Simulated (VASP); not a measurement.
# Cs (I4_1/amd) in VASP: further runs

Runs on Cs. Level: PBE. Tasks: single point.

Program: VASP 6.6.1. These are calculated values, not measurements. Logs are shortened: lines on timing, memory, paths and dates and some standing lists are left out, and cuts for length are marked.

### 1 The cell of the first run

Symmetry: I4_1/amd, No. 141, tetragonal system. The conventional cell has a = 7.928 Å, b = 7.928 Å, c = 4.293 Å, α = 90.00°, β = 90.00°, γ = 90.00°. Cs (site symmetry -4m2) has 10 Cs at 4.11 to 5.11 Å within 5.4 Å.

### 2 Single point, PBE (67.47 Å³/atom)

INCAR

```
SYSTEM = Cs
ALGO = Normal ; EDIFF = 1E-7
ENCUT = 520 ; GGA = PE
ISIF = 2 ; ISMEAR = -1
LASPH = .True. ; LCHARG = .False.
LREAL = .False. ; LWAVE = .False.
NBANDS = 16 ; NELM = 60
PREC = Accurate ; SIGMA = 0.08
```

KPOINTS

```
k-points
0
Gamma
  9 9 9
  0 0 0
```

POSCAR

```
Cs
1.0
   -3.9641601224      3.9641601224      2.1466080237
    3.9641601224     -3.9641601224      2.1466080237
    3.9641601224      3.9641601224     -2.1466080237
Cs
2
Direct
   -0.3750000000     -0.1250000000     -0.2500000000
    0.3750000000      0.1250000000      0.2500000000
```

Potentials or basis: VASP PAW PBE potentials, release 64 (Cs_sv).

Started as:

```console
$ cat potpaw_PBE.64/Cs_sv/POTCAR > POTCAR
$ mpirun -np 1 vasp_std > vasp.out
```

OUTCAR:

```text
SYSTEM = Cs
   EDIFF = 1E-7
   ENCUT = 520
   GGA = PE
   ISIF = 2
   ISMEAR = -1
   LASPH = .True.
   LREAL = .False.
   NELM = 60
   PREC = Accurate

 ion  position               nearest neighbor table
   1  0.625  0.875  0.750-
   2  0.375  0.125  0.250-

  LATTYP: Found a body centered tetragonal cell.
 ALAT       =     7.9283202448
 C/A-ratio  =     0.5415038640

  Lattice vectors:

 A1 = (  -3.9641601224,   3.9641601224,   2.1466080237)
 A2 = (   3.9641601224,  -3.9641601224,   2.1466080237)
 A3 = (   3.9641601224,   3.9641601224,  -2.1466080237)

Analysis of symmetry for initial positions (statically):
=====================================================================
 Subroutine PRICEL returns:
 Original cell was already a primitive cell.

 Routine SETGRP: Setting up the symmetry group for a
 body centered tetragonal supercell.

 Subroutine GETGRP returns: Found 16 space group operations
 (whereof  4 operations were pure point group operations)
 out of a pool of 16 trial point group operations.

The static configuration has the point symmetry C_2h.
 The point group associated with its full space group is D_4h.

Analysis of symmetry for dynamics (positions and initial velocities):
=====================================================================
 Subroutine PRICEL returns:
 Original cell was already a primitive cell.

 Routine SETGRP: Setting up the symmetry group for a
 body centered tetragonal supercell.

 Subroutine GETGRP returns: Found 16 space group operations
 (whereof  4 operations were pure point group operations)
 out of a pool of 16 trial point group operations.

The dynamic configuration has the point symmetry C_2h.
 The point group associated with its full space group is D_4h.

 Subroutine INISYM returns: Found 16 space group operations
 (whereof  4 operations are pure point group operations),
 and found     1 'primitive' translations

----------------------------------------------------------------------------------------

                                     Primitive cell

  volume of cell :     134.9320

  direct lattice vectors                    reciprocal lattice vectors
    -3.964160122  3.964160122  2.146608024     0.000000000  0.126130122  0.232925618
     3.964160122 -3.964160122  2.146608024     0.126130122  0.000000000  0.232925618
[... 77 lines left out ...]
   ISTART =      0    job   : 0-new  1-cont  2-samecut
   ICHARG =      2    charge: 1-file 2-atom 10-const
   ISPIN  =      1    spin polarized calculation?
   LNONCOLLINEAR =      F non collinear calculations
   LSORBIT =      F    spin-orbit coupling
   LASPH  =      T    aspherical Exc in radial PAW
   ENCUT  =  520.0 eV  38.22 Ry    6.18 a.u.  11.16 11.16 11.16*2*pi/ulx,y,z
   NELM   =     60;   NELMIN=  2; NELMDL= -5     # of ELM steps
   EDIFF  = 0.1E-06   stopping-criterion for ELM
   LREAL  =      F    real-space projection
   EDIFFG = 0.1E-05   stopping-criterion for IOM
   NSW    =      0    number of steps for IOM
   IBRION =     -1    ionic relax: 0-MD 1-quasi-New 2-CG
   NFREE  =      0    steps in history (QN), initial steepest desc. (CG)
   ISIF   =      2    stress and relaxation
   ISYM   =      2    0-nonsym 1-usesym 2-fastsym
   POTIM  = 0.5000    time-step for ionic-motion
   TEBEG  =    0.0;   TEEND  =   0.0 temperature during run
   PSTRESS=    0.0 pullay stress
   NELECT =      18.0000    total number of electrons
   NUPDOWN=      -1.0000    fix difference up-down
   EMIN   =  10.00;   EMAX   =-10.00  energy-range for DOS
   EFERMI =   0.00;   METHOD = LEGACY
   ISMEAR =    -1;   SIGMA  =   0.08  broadening in eV -4-tet -1-fermi 0-gaus
   EFERMI_NEDOS =   21; number of points for ismear=-14 and -15
   IALGO  =     38    algorithm
   IMIX   =      4    mixing-type and parameters
     AMIX     =   0.40;   BMIX     =  1.00
     AMIX_MAG =   1.60;   BMIX_MAG =  1.00
  volume/ion in A,a.u.               =      67.47       455.28
  Fermi-wavevector in a.u.,A,eV,Ry     =   0.836490  1.580736  9.520202  0.699715
  Thomas-Fermi vector in A             =   1.950223
   LORBIT       =      0    0 simple, 1 ext, 2 COOP (PROOUT), +10 PAW based schemes
   GGA     = PE    functional components
   LHFCALC =     F    Hartree Fock is set to
   AEXX    =    0.0000 exact exchange contribution
   IVDW    =     0    specifies the selected vdW correction
   LEPSILON=     F    determine dielectric tensor
   LRPA    =     F    only Hartree local field effects (RPA)
 non-spin polarized calculation
  energy-cutoff  :      520.00
  volume of cell :      134.93
 maximum number of plane-waves:      3651
 NGX is ok and might be reduce to    48
   NGX = 23   NGY = 23   NGZ = 23

 number of electron      17.9999999 magnetization

 Free energy of the ion-electron system (eV)
  ---------------------------------------------------
  ext. energy  EPLUGINS =         0.00000000
  ---------------------------------------------------
  free energy    TOTEN  =        -1.01572449 eV

  energy without entropy =       -0.92408594  energy(sigma->0) =       -0.96990521

 E-fermi :   2.1559     XC(G=0):  -6.9587

 val. band max:        2.1447313706   @ k =   0.2222   0.2222   0.1111
 cond. band min:       2.1584469175   @ k =  -0.1111  -0.4444   0.1111
 fundamental gap:      0.0137155469
 Fermi energy:         2.1558780771

 k-point     1 :       0.0000    0.0000    0.0000
  band No.  band energies     occupation
      1     -21.7149      2.00000
      2     -21.5617      2.00000
      3      -8.8485      2.00000
      4      -8.8485      2.00000
      5      -8.1885      2.00000
      6      -8.1808      2.00000
[... 433 lines left out ...]
      3      -8.6486      2.00000
      4      -8.6090      2.00000
      5      -8.5057      2.00000
      6      -8.4498      2.00000
[... 8 lines left out ...]
     15       5.1252      0.00000
     16       5.3337      0.00000

 [... further k-points ...]
[... 5 lines left out ...]
  --------------------------------------------------------------------------------------
  -------------------------------------------------------------------------------------
  Total        2.0774464      2.0774464      2.0826442      0.0000000      0.0000000      0.0000000
  in kB       24.6675092     24.6675092     24.7292273      0.0000000      0.0000000      0.0000000
  external PRESSURE =      24.6880819 kB  Pullay stress =       0.0000000 kB

 VOLUME and BASIS-vectors are now :
 -----------------------------------------------------------------------------
  energy-cutoff  :      520.00
  volume of cell :      134.93
      direct lattice vectors                 reciprocal lattice vectors
    -3.964160122  3.964160122  2.146608024     0.000000000  0.126130122  0.232925618
     3.964160122 -3.964160122  2.146608024     0.126130122  0.000000000  0.232925618
     3.964160122  3.964160122 -2.146608024     0.126130122  0.126130122  0.000000000

 POSITION                                       TOTAL-FORCE (eV/Angst)
 -----------------------------------------------------------------------------------
      3.96416      1.98208      1.60996        -0.000000      0.000000     -0.000000
     -0.00000      1.98208      0.53665         0.000000     -0.000000      0.000000
 -----------------------------------------------------------------------------------
    total drift:                                0.000000     -0.000000      0.000000

  FREE ENERGIE OF THE ION-ELECTRON SYSTEM (eV)
  ---------------------------------------------------
  free  energy   TOTEN  =        -1.0157244914 eV

  energy  without entropy=       -0.9240859385  energy(sigma->0) =       -0.96990521
```

OSZICAR:

```text
N       E                     dE             d eps       ncg     rms          rms(c)
DAV:   1     0.124206581681E+03    0.12421E+03   -0.67804E+03  2400   0.880E+02
DAV:   2     0.110232954837E+02   -0.11318E+03   -0.10875E+03  3664   0.162E+02
DAV:   3    -0.871342012714E+00   -0.11895E+02   -0.11841E+02  3104   0.561E+01
DAV:   4    -0.103496118392E+01   -0.16362E+00   -0.16348E+00  3056   0.768E+00
DAV:   5    -0.103599952846E+01   -0.10383E-02   -0.10383E-02  3256   0.629E-01    0.495E-01
DAV:   6    -0.102041097818E+01    0.15589E-01   -0.16771E-02  2960   0.605E-01    0.272E-01
DAV:   7    -0.101538477874E+01    0.50262E-02   -0.22131E-02  2816   0.694E-01    0.117E-01
DAV:   8    -0.101572024631E+01   -0.33547E-03   -0.65159E-04  3304   0.152E-01    0.127E-02
DAV:   9    -0.101572863492E+01   -0.83886E-05   -0.13263E-05  3112   0.211E-02    0.761E-03
DAV:  10    -0.101572360130E+01    0.50336E-05   -0.32039E-06  3304   0.896E-03    0.157E-03
DAV:  11    -0.101572422718E+01   -0.62588E-06   -0.24138E-07  2456   0.239E-03    0.660E-04
DAV:  12    -0.101572455277E+01   -0.32559E-06   -0.24386E-08  2416   0.898E-04    0.130E-04
DAV:  13    -0.101572449141E+01    0.61362E-07   -0.31601E-09  2040   0.320E-04
   1 F= -.10157245E+01 E0= -.96990521E+00  d E =-.916386E-01
```

Run time: 5.1 min. Hardware: 1 thread of Intel Xeon 8259CL, shared host; peak memory 0.38 GiB.

What came out:

```yaml
Free_energy: -1.0157 eV
Pressure: 2.5 GPa
Band_gap_on_the_k_mesh: zero (bands 9 and 10 overlap by 0.85 eV)
```

Caveat: spin-orbit coupling is left out, which moves the levels of the heavy elements.

### 3 Single point, PBE (67.47 Å³/atom)

INCAR

```
PREC     = Accurate       # precision mode
ENCUT    = 520            # plane-wave cutoff, eV
EDIFF    = 1E-6           # SCF threshold, eV
ISMEAR   = -1             # smearing method
SIGMA    = 0.08           # smearing width, eV
LREAL    = False          # projectors in reciprocal space
LASPH    = True           # aspherical terms in the spheres
NELM     = 60             # most SCF steps
ALGO     = Normal         # electronic algorithm
ISIF     = 2              # what is computed and relaxed
LWAVE    = False          # write WAVECAR
LCHARG   = False          # write CHGCAR
GGA      = PE             # functional
NBANDS   = 16             # bands
```

KPOINTS

```
Automatic mesh
0
Gamma
  9 9 9
```

POSCAR is that of step 2.

Potentials or basis: VASP PAW PBE potentials, release 64 (Cs_sv).

Started as:

```console
$ cat potpaw_PBE.64/Cs_sv/POTCAR > POTCAR
$ mpirun -np 1 vasp_std > vasp.out
```

Run time: 4 min. Hardware: 1 thread of Intel Xeon 8259CL, shared host; peak memory 0.38 GiB.

The run converged. Its results:

```
Free energy            : -1.0157 eV
Pressure               : 2.5 GPa
Band gap on the k mesh : zero (bands 9 and 10 overlap by 0.85 eV)
```

Levels at points of the mesh, in eV from the Fermi level:
| k point | band 5 | band 6 | band 7 | band 8 | band 9 | band 10 | band 11 | band 12 | band 13 | band 14 |
| --- | --- | --- | --- | --- | --- | --- | --- | --- | --- | --- |
| (0.00, 0.00, 0.00) | -10.34 | -10.34 | -10.29 | -10.29 | -2.06 | -0.38 | 1.21 | 1.45 | 2.01 | 3.40 |

Caveat: spin-orbit coupling is left out, which moves the levels of the heavy elements.

### 4 Single point, PBE (79.73 Å³/atom)

This run uses another cell than the first one, of 79.73 Å³/atom.

INCAR

```
SYSTEM = Cs
ALGO = Normal ; EDIFF = 1E-6
ENCUT = 520 ; GGA = PE
ISIF = 2 ; ISMEAR = -1
LASPH = .True. ; LCHARG = .True.
LELF = .True. ; LREAL = .False.
LVHAR = .True. ; LWAVE = .False.
NBANDS = 16 ; NELM = 60
PREC = Accurate ; SIGMA = 0.08
```

KPOINTS

```
k-points
0
Gamma
  9 9 9
  0 0 0
```

POSCAR

```
Cs
1.0
   -4.1911648593      4.1911648593      2.2695319659
    4.1911648593     -4.1911648593      2.2695319659
    4.1911648593      4.1911648593     -2.2695319659
Cs
2
Direct
   -0.3750000000     -0.1250000000     -0.2500000000
    0.3750000000      0.1250000000      0.2500000000
```

Started as:

```console
$ cat potpaw_PBE.64/Cs_sv/POTCAR > POTCAR
$ mpirun -np 1 vasp_std > vasp.out
```

Wall time 4.1 min (1 thread of Intel Xeon 8259CL, shared host); peak memory 0.4 GiB.

Results (log left out):

```yaml
Free_energy: -1.3150 eV
Pressure: 1.5 GPa
Band_gap_on_the_k_mesh: zero (bands 9 and 10 overlap by 0.95 eV)
```

Stress tensor (GPa, compression positive):
```
1.45 0.00 0.00
0.00 1.45 0.00
0.00 0.00 1.53
```

Levels at points of the mesh, in eV from the Fermi level:
```tsv
k point	band 6	band 7	band 8	band 9	band 10	band 11	band 12	band 13
(0.00, 0.00, 0.00)	-10.47	-10.44	-10.44	-2.00	-0.12	1.19	1.49	1.99
```

Caveat: spin-orbit coupling is left out, which moves the levels of the heavy elements.

### 5 Single point, PBE (79.73 Å³/atom)

This run uses another cell than the first one, of 79.73 Å³/atom.

INCAR

```
PREC     = Accurate       # precision mode
ENCUT    = 520            # plane-wave cutoff, eV
EDIFF    = 1E-7           # SCF threshold, eV
ISMEAR   = -1             # smearing method
SIGMA    = 0.08           # smearing width, eV
LREAL    = False          # projectors in reciprocal space
LASPH    = True           # aspherical terms in the spheres
NELM     = 80             # most SCF steps
ALGO     = Normal         # electronic algorithm
ISIF     = 2              # what is computed and relaxed
LWAVE    = False          # write WAVECAR
LCHARG   = True           # write CHGCAR
GGA      = PE             # functional
LELF     = True           # ELF
LVHAR    = True         
NBANDS   = 16             # bands
```

KPOINTS

```
Automatic mesh
0
Gamma
  9 9 9
```

POSCAR is that of step 4.

Started as:

```console
$ cat potpaw_PBE.64/Cs_sv/POTCAR > POTCAR
$ mpirun -np 1 vasp_std > vasp.out
```

It took 5.6 min on 1 thread of Intel Xeon 8259CL, shared host; peak memory 0.4 GiB.

It converged, with:

| Property | Result |
| --- | --- |
| Free energy | -1.3150 eV |
| Pressure | 1.5 GPa |
| Band gap on the k mesh | zero (bands 9 and 10 overlap by 0.95 eV) |

Stress tensor (GPa, compression positive):
```
1.45 0.00 0.00
0.00 1.45 0.00
0.00 0.00 1.53
```

Levels at points of the mesh, in eV from the Fermi level:
| k point | band 5 | band 6 | band 7 | band 8 | band 9 | band 10 | band 11 | band 12 | band 13 | band 14 |
| --- | --- | --- | --- | --- | --- | --- | --- | --- | --- | --- |
| (0.00, 0.00, 0.00) | -10.48 | -10.47 | -10.44 | -10.44 | -2.00 | -0.12 | 1.19 | 1.49 | 1.99 | 3.06 |

Caveat: spin-orbit coupling is left out, which moves the levels of the heavy elements.

The gap in the log of VASP goes by the Fermi energy; the results here count the filled bands.